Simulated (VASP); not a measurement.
Write the native input for VASP 6.6.1 that does the following.

```yaml
Task: relaxation of shape and atoms at fixed volume
Functional: PBE
Potentials_or_basis: VASP PAW PBE potentials, release 64 (Te)
Cutoff: 600 eV
k_mesh: 16 × 16 × 18
Occupations: gaussian, width 0.1 eV
Spin: no spin polarisation
Dipole_correction: no
Further_INCAR_settings: ALGO = Normal; EDIFF = 1e-06; IBRION = 2; EDIFFG = -0.01; NSW = 50; ISIF = 4
```

The structure of Te lies in POSCAR:

```
Te
1.0
    3.1125706774      0.0000000000      0.0000000000
    0.0000000000      3.1125706774      0.0000000000
    0.0000000000      0.0000000000      3.0791344304
Te
1
Direct
    0.5000000000      0.5000000000      0.5000000000
```

This isn't the form of Te at room conditions, which is trigonal, of chains.

The input as run:

INCAR

```
PREC = Accurate
ENCUT = 600
EDIFF = 1E-6
ISMEAR = 0
SIGMA = 0.1
LREAL = False
LASPH = True
NELM = 60
ALGO = Normal
ISIF = 4
LWAVE = False
LCHARG = False
GGA = PE
IBRION = 2
NSW = 50
EDIFFG = -0.01
```

KPOINTS

```
Automatic mesh
0
Gamma
  16 16 18
```

Potentials or basis: VASP PAW PBE potentials, release 64 (Te).

Run with:

```bash
$ cat potpaw_PBE.64/Te/POTCAR > POTCAR
$ mpirun -np 1 vasp_std > vasp.out
```

It gave:

```json
{
  "Energy gained by relaxing": "0.0 meV/atom",
  "Ionic steps": "2",
  "Pressure after relaxing": "5.9 GPa",
  "Band gap on the k mesh": "zero (bands 3 and 4 overlap by 6.13 eV)"
}
```

Caveat: spin-orbit coupling is left out, which moves the levels of the heavy elements.

Run time: 3.2 min on 1 thread of Intel Xeon 8259CL (shared host), peak memory 0.25 GiB.
